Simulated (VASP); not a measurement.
# MgRe3 (C2) in VASP: single point with PBE

Aim: the single point of MgRe3 with PBE.

Everything below comes from runs of VASP 6.6.1. Logs are shortened: lines on timing, memory, paths and dates and some standing lists are left out, and cuts for length are marked.

### 1 The cell of the first run

Symmetry: C2, No. 5, monoclinic system. The conventional cell has a = 7.375 Å, b = 4.587 Å, c = 4.061 Å, α = 90.00°, β = 119.04°, γ = 90.00°. Mg (site symmetry 2) has 8 Re at 2.30 to 2.87 Å within 3.0 Å. Re (site symmetry 1) has 3 Mg at 2.30 to 2.87 Å and 5 Re at 2.54 to 2.95 Å within 3.0 Å. Re (site symmetry 2) has 8 Re at 2.54 to 3.12 Å and 6 Mg at 2.87 to 3.27 Å within 3.4 Å.

### 2 Single point, PBE (strained and its atoms moved)

The input, INCAR:

```
SYSTEM = MgRe3
PREC     = Accurate       ! precision mode
ENCUT    = 520            ! plane-wave cutoff, eV
EDIFF    = 1E-6           ! SCF threshold, eV
ISMEAR   = 0              ! smearing method
SIGMA    = 0.1            ! smearing width, eV
LREAL    = .FALSE.        ! projectors in reciprocal space
LASPH    = .TRUE.         ! aspherical terms in the spheres
NELM     = 100            ! most SCF steps
ALGO     = Normal         ! electronic algorithm
ISIF     = 2              ! what is computed and relaxed
LWAVE    = .FALSE.        ! write WAVECAR
LCHARG   = .FALSE.        ! write CHGCAR
GGA      = PE             ! functional
NBANDS   = 20             ! bands
```

The input, KPOINTS:

```
Automatic mesh
0
G
  12 12 12
  0 0 0
```

The input, POSCAR:

```
MgRe3
1.0
    0.1067037293      3.3110547168      3.1365788582
    3.2432825875      0.0000000000      3.2432825875
    2.9762429568      3.1507188154      0.2670396307
Mg Re
1 3
Direct
    0.0000000000     -0.0782157872      0.0000000000
    0.2162992629      0.3113702764      0.2593620165
    0.5000000000      0.4798139550      0.5000000000
    0.7837007371      0.7870315558      0.7406379835
```

Potentials or basis: VASP PAW PBE potentials, release 64 (Mg, Re).

The run is started by

```console
$ cat potpaw_PBE.64/Mg/POTCAR potpaw_PBE.64/Re/POTCAR > POTCAR
$ mpirun -np 1 vasp_std > vasp.out
```

OUTCAR:

```text
SYSTEM = MgRe3
   PREC = Accurate
   ENCUT = 520
   EDIFF = 1E-6
   ISMEAR = 0
   LREAL = .FALSE.
   LASPH = .TRUE.
   NELM = 100
   ISIF = 2
   GGA = PE

 ion  position               nearest neighbor table
   1  0.000  0.922  0.000-   4 2.30   2 2.30   2 2.55   4 2.55   3 2.87   3 2.87   2 2.87   4 2.87
                             3 3.24   3 3.24   4 3.26   2 3.26   3 3.27   3 3.27
   2  0.216  0.311  0.259-   1 2.30   3 2.54   1 2.55   3 2.59   3 2.61   1 2.87   4 2.95   4 2.95
                             4 3.07   3 3.12   4 3.19   4 3.19   1 3.26   4 3.41
   3  0.500  0.480  0.500-   2 2.54   4 2.54   2 2.59   4 2.59   4 2.61   2 2.61   1 2.87   1 2.87
                             2 3.12   4 3.12   1 3.24   1 3.24   1 3.27   1 3.27
   4  0.784  0.787  0.741-   1 2.30   3 2.54   1 2.55   3 2.59   3 2.61   1 2.87   2 2.95   2 2.95
                             2 3.07   3 3.12   2 3.19   2 3.19   1 3.26   2 3.41

  LATTYP: Found a base centered monoclinic cell.
 ALAT       =     7.3748004406
 B/A-ratio  =     0.6219414693
 C/A-ratio  =     0.5507006599
 COS(beta)  =    -0.4853868837

  Lattice vectors:

 A1 = (   2.9762429568,   3.1507188154,   0.2670396307)
 A2 = (  -0.2670396307,   3.1507188154,  -2.9762429568)
 A3 = (  -2.8695392275,   0.1603359014,   2.8695392275)

Analysis of symmetry for initial positions (statically):
=====================================================================
 Subroutine PRICEL returns:
 Original cell was already a primitive cell.

 Routine SETGRP: Setting up the symmetry group for a
 base centered monoclinic supercell.

 Subroutine GETGRP returns: Found  2 space group operations
 (whereof  2 operations were pure point group operations)
 out of a pool of  4 trial point group operations.

The static configuration has the point symmetry C_2 .

Analysis of symmetry for dynamics (positions and initial velocities):
=====================================================================
 Subroutine PRICEL returns:
 Original cell was already a primitive cell.

 Routine SETGRP: Setting up the symmetry group for a
 base centered monoclinic supercell.

 Subroutine GETGRP returns: Found  2 space group operations
 (whereof  2 operations were pure point group operations)
 out of a pool of  4 trial point group operations.

The dynamic configuration has the point symmetry C_2 .

 Subroutine INISYM returns: Found  2 space group operations
 (whereof  2 operations are pure point group operations),
 and found     1 'primitive' translations

----------------------------------------------------------------------------------------

                                     Primitive cell

  volume of cell :      60.0546

  direct lattice vectors                    reciprocal lattice vectors
     0.106703729  3.311054717  3.136578858    -0.170156398  0.146312098  0.170156398
     3.243282587  0.000000000  3.243282587     0.149835280 -0.154971131  0.158494313
     2.976242957  3.150718815  0.267039631     0.178815431  0.163630165 -0.178815431

  length of vectors
     4.562082415  4.586694222  4.342391203     0.281626756  0.267557676  0.301205491

  position of ions in fractional coordinates (direct lattice)
     0.000000000  0.921784213  0.000000000
     0.216299263  0.311370276  0.259362016
     0.500000000  0.479813955  0.500000000
     0.783700737  0.787031556  0.740637984

  ion indices of the primitive-cell ions
   primitive index   ion index
                 1           1
                 2           2
                 3           3
                 4           4

----------------------------------------------------------------------------------------

 KPOINTS: Automatic mesh

Automatic generation of k-mesh.
 Grid dimensions read from file:
 generate k-points for:   12   12   12

 Generating k-lattice:

  Cartesian coordinates                     Fractional coordinates (reciprocal lattice)
    -0.014179700  0.012192675  0.014179700     0.083333333  0.000000000 -0.000000000
     0.012486273 -0.012914261  0.013207859     0.000000000  0.083333333  0.000000000
     0.014901286  0.013635847 -0.014901286     0.000000000  0.000000000  0.083333333

  Length of vectors
     0.023468896  0.022296473  0.025100458

  Shift w.r.t. Gamma in fractional coordinates (k-lattice)
     0.000000000  0.000000000  0.000000000

 Subroutine IBZKPT returns following result:
 ===========================================

 Found    476 irreducible k-points:

 Following reciprocal coordinates:
            Coordinates               Weight
  0.000000  0.000000  0.000000      1.000000
  0.083333  0.000000 -0.000000      2.000000
  0.166667  0.000000 -0.000000      2.000000
  0.250000  0.000000 -0.000000      2.000000
  0.333333  0.000000  0.000000      2.000000
  0.416667  0.000000 -0.000000      2.000000
[... 16 lines left out ...]
  0.250000  0.166667 -0.000000      4.000000
  0.333333  0.166667  0.000000      4.000000
 [... further k-points ...]
   k-points           NKPTS =    476   k-points in BZ     NKDIM =    476   number of bands    NBANDS=     20
   number of dos      NEDOS =    301   number of ions     NIONS =      4
   total plane-waves  NPLWV =  41472
   dimension x,y,z NGX =    36 NGY =   36 NGZ =   32
   dimension x,y,z NGXF=    72 NGYF=   72 NGZF=   64
   ions per type =               1   3
   NGX,Y,Z   is equivalent  to a cutoff of  13.12, 13.05, 12.25 a.u.
   NGXF,Y,Z  is equivalent  to a cutoff of  26.24, 26.10, 24.50 a.u.
 SYSTEM =  MgRe3
   PREC   = accura    normal or accurate (medium, high low for compatibility)
   ISTART =      0    job   : 0-new  1-cont  2-samecut
   ICHARG =      2    charge: 1-file 2-atom 10-const
   ISPIN  =      1    spin polarized calculation?
   LNONCOLLINEAR =      F non collinear calculations
   LSORBIT =      F    spin-orbit coupling
   LASPH  =      T    aspherical Exc in radial PAW
   ENCUT  =  520.0 eV  38.22 Ry    6.18 a.u.   8.48  8.53  8.07*2*pi/ulx,y,z
   NELM   =    100;   NELMIN=  2; NELMDL= -5     # of ELM steps
   EDIFF  = 0.1E-05   stopping-criterion for ELM
   LREAL  =      F    real-space projection
   EDIFFG = 0.1E-04   stopping-criterion for IOM
   NSW    =      0    number of steps for IOM
   IBRION =     -1    ionic relax: 0-MD 1-quasi-New 2-CG
   NFREE  =      0    steps in history (QN), initial steepest desc. (CG)
   ISIF   =      2    stress and relaxation
   ISYM   =      2    0-nonsym 1-usesym 2-fastsym
   POTIM  = 0.5000    time-step for ionic-motion
   TEBEG  =    0.0;   TEEND  =   0.0 temperature during run
   PSTRESS=    0.0 pullay stress
   NELECT =      23.0000    total number of electrons
   NUPDOWN=      -1.0000    fix difference up-down
   EMIN   =  10.00;   EMAX   =-10.00  energy-range for DOS
   EFERMI =   0.00;   METHOD = LEGACY
   ISMEAR =     0;   SIGMA  =   0.10  broadening in eV -4-tet -1-fermi 0-gaus
   EFERMI_NEDOS =   21; number of points for ismear=-14 and -15
   IALGO  =     38    algorithm
   IMIX   =      4    mixing-type and parameters
     AMIX     =   0.40;   BMIX     =  1.00
     AMIX_MAG =   1.60;   BMIX_MAG =  1.00
  volume/ion in A,a.u.               =      15.01       101.32
  Fermi-wavevector in a.u.,A,eV,Ry     =   1.188873  2.246644 19.230727  1.413419
  Thomas-Fermi vector in A             =   2.324993
   LORBIT       =      0    0 simple, 1 ext, 2 COOP (PROOUT), +10 PAW based schemes
   GGA     = PE    functional components
   LHFCALC =     F    Hartree Fock is set to
   AEXX    =    0.0000 exact exchange contribution
   IVDW    =     0    specifies the selected vdW correction
   LEPSILON=     F    determine dielectric tensor
   LRPA    =     F    only Hartree local field effects (RPA)
 non-spin polarized calculation
 Gauss-broadening in eV      SIGMA  =   0.10
  energy-cutoff  :      520.00
  volume of cell :       60.05
 maximum number of plane-waves:      1640
 NGX is ok and might be reduce to    36
   NGX = 17   NGY = 17   NGZ = 17

 number of electron      23.0000000 magnetization

 Free energy of the ion-electron system (eV)
  ---------------------------------------------------
  ext. energy  EPLUGINS =         0.00000000
  ---------------------------------------------------
  free energy    TOTEN  =       -35.39329095 eV

  energy without entropy =      -35.37889564  energy(sigma->0) =      -35.38609329

 E-fermi :   6.9126     XC(G=0): -12.6586

 val. band max:        6.9124361095   @ k =   0.3333   0.0000   0.5000
 cond. band min:       6.9129552724   @ k =   0.2500  -0.0833   0.4167
 fundamental gap:      0.0005191629
 Fermi energy:         6.9125517688

 k-point     1 :       0.0000    0.0000    0.0000
  band No.  band energies     occupation
      1      -2.4544      2.00000
      2       1.5550      2.00000
      3       2.0853      2.00000
      4       2.8840      2.00000
      5       3.0424      2.00000
      6       3.7931      2.00000
[... 12 lines left out ...]
     19      14.1794      0.00000
     20      15.4671      0.00000

 k-point     2 :       0.0833    0.0000   -0.0000
  band No.  band energies     occupation
      1      -2.3374      2.00000
      2       1.6181      2.00000
      3       2.0982      2.00000
      4       2.8191      2.00000
      5       3.0397      2.00000
      6       3.7924      2.00000
[... 12 lines left out ...]
     19      14.2882      0.00000
     20      14.9077      0.00000

 k-point     3 :       0.1667    0.0000   -0.0000
  band No.  band energies     occupation
      1      -1.9935      2.00000
      2       1.8018      2.00000
      3       2.1382      2.00000
      4       2.6619      2.00000
      5       3.0538      2.00000
      6       3.6069      2.00000
[... 12 lines left out ...]
     19      13.9347      0.00000
     20      14.9657      0.00000

 k-point     4 :       0.2500    0.0000   -0.0000
  band No.  band energies     occupation
      1      -1.4452      2.00000
      2       2.0849      2.00000
      3       2.2018      2.00000
      4       2.5354      2.00000
      5       2.9977      2.00000
      6       3.4397      2.00000
[... 12 lines left out ...]
     19      13.7487      0.00000
     20      14.7717      0.00000

 k-point     5 :       0.3333    0.0000    0.0000
  band No.  band energies     occupation
      1      -0.7308      2.00000
      2       2.2600      2.00000
      3       2.4366      2.00000
      4       2.4653      2.00000
      5       2.7340      2.00000
      6       3.3534      2.00000
[... 12 lines left out ...]
     19      13.7089      0.00000
     20      14.5495      0.00000

 k-point     6 :       0.4167    0.0000   -0.0000
  band No.  band energies     occupation
      1       0.0935      2.00000
      2       1.8956      2.00000
      3       2.3738      2.00000
      4       2.6002      2.00000
      5       2.7466      2.00000
      6       3.1145      2.00000
[... 12 lines left out ...]
     19      13.6562      0.00000
     20      14.3799      0.00000

 k-point     7 :       0.5000    0.0000   -0.0000
  band No.  band energies     occupation
      1       0.8075      2.00000
      2       1.2066      2.00000
      3       2.4093      2.00000
      4       2.6253      2.00000
      5       2.8890      2.00000
      6       3.0042      2.00000
[... 12 lines left out ...]
     19      13.6299      0.00000
     20      14.2942      0.00000
[... 277 lines left out ...]
 k-point    20 :      -0.0000    0.1667    0.0000
  band No.  band energies     occupation
      1      -2.0532      2.00000
      2       1.6691      2.00000
      3       2.2088      2.00000
      4       2.6724      2.00000
      5       3.2268      2.00000
      6       3.4759      2.00000
[... 12 lines left out ...]
     19      14.0521      0.00000
     20      15.0250      0.00000

 k-point    21 :       0.0833    0.1667    0.0000
  band No.  band energies     occupation
      1      -2.0602      2.00000
      2       1.6920      2.00000
      3       2.1654      2.00000
      4       2.7893      2.00000
      5       3.1145      2.00000
      6       3.5843      2.00000
[... 12 lines left out ...]
     19      14.2922      0.00000
     20      14.6291      0.00000

 k-point    22 :       0.1667    0.1667   -0.0000
  band No.  band energies     occupation
      1      -1.8430      2.00000
      2       1.8078      2.00000
      3       2.0929      2.00000
      4       2.8988      2.00000
      5       3.0224      2.00000
      6       3.5632      2.00000
[... 12 lines left out ...]
     19      13.7792      0.00000
     20      14.0870      0.00000

 k-point    23 :       0.2500    0.1667   -0.0000
  band No.  band energies     occupation
      1      -1.4163      2.00000
      2       1.8937      2.00000
      3       2.1347      2.00000
      4       2.7951      2.00000
      5       3.1041      2.00000
      6       3.4073      2.00000
[... 12 lines left out ...]
     19      13.2653      0.00000
     20      13.6719      0.00000

 k-point    24 :       0.3333    0.1667    0.0000
  band No.  band energies     occupation
      1      -0.8128      2.00000
      2       1.8345      2.00000
      3       2.3761      2.00000
      4       2.6364      2.00000
      5       2.9867      2.00000
      6       3.2609      2.00000
[... 12 lines left out ...]
     19      12.7730      0.00000
     20      14.2212      0.00000

 [... further k-points ...]
[... 5 lines left out ...]
  --------------------------------------------------------------------------------------
  -------------------------------------------------------------------------------------
  Total        6.4701049      7.8200499      6.4701049      2.9187391     -2.9187394     -2.1304249
  in kB      172.6138952    208.6286539    172.6138952     77.8681218    -77.8681314    -56.8369365
  external PRESSURE =     184.6188147 kB  Pullay stress =       0.0000000 kB

 VOLUME and BASIS-vectors are now :
 -----------------------------------------------------------------------------
  energy-cutoff  :      520.00
  volume of cell :       60.05
      direct lattice vectors                 reciprocal lattice vectors
     0.106703729  3.311054717  3.136578858    -0.170156398  0.146312098  0.170156398
     3.243282587  0.000000000  3.243282587     0.149835280 -0.154971131  0.158494313
     2.976242957  3.150718815  0.267039631     0.178815431  0.163630165 -0.178815431

 POSITION                                       TOTAL-FORCE (eV/Angst)
 -----------------------------------------------------------------------------------
      2.98961      0.00000      2.98961         4.271724      0.000000      4.271724
      1.80487      1.53336      1.75756        -2.860308      3.004433     -1.222760
      3.09765      3.23089      3.25798        -0.188656      0.000000     -0.188656
      4.84051      4.92842      5.20848        -1.222760     -3.004433     -2.860308
 -----------------------------------------------------------------------------------
    total drift:                                0.000061     -0.000001      0.000060

  FREE ENERGIE OF THE ION-ELECTRON SYSTEM (eV)
  ---------------------------------------------------
  free  energy   TOTEN  =       -35.3932909478 eV

  energy  without entropy=      -35.3788956410  energy(sigma->0) =      -35.38609329
```

Wall time 4.3 min (1 thread of Intel Xeon 6975P-C (Granite Rapids), shared host); peak memory 0.63 GiB.

What came out:

| Item | Value |
| --- | --- |
| Free energy | -35.3933 eV |
| Pressure | 18.5 GPa |
| Largest force | 6.041 eV/Å |

Forces on the atoms (eV/Å):
```
Mg   4.272  0.000  4.272
Re  -2.860  3.004 -1.223
Re  -0.189  0.000 -0.189
Re  -1.223 -3.004 -2.860
```

Caveat: the cell differs from its parent crystal (strained and its atoms moved); spin-orbit coupling is left out, which moves the levels of the heavy elements; forces of over 1 eV/Å act on the atoms, so gaps and moduli don't describe the material at rest.
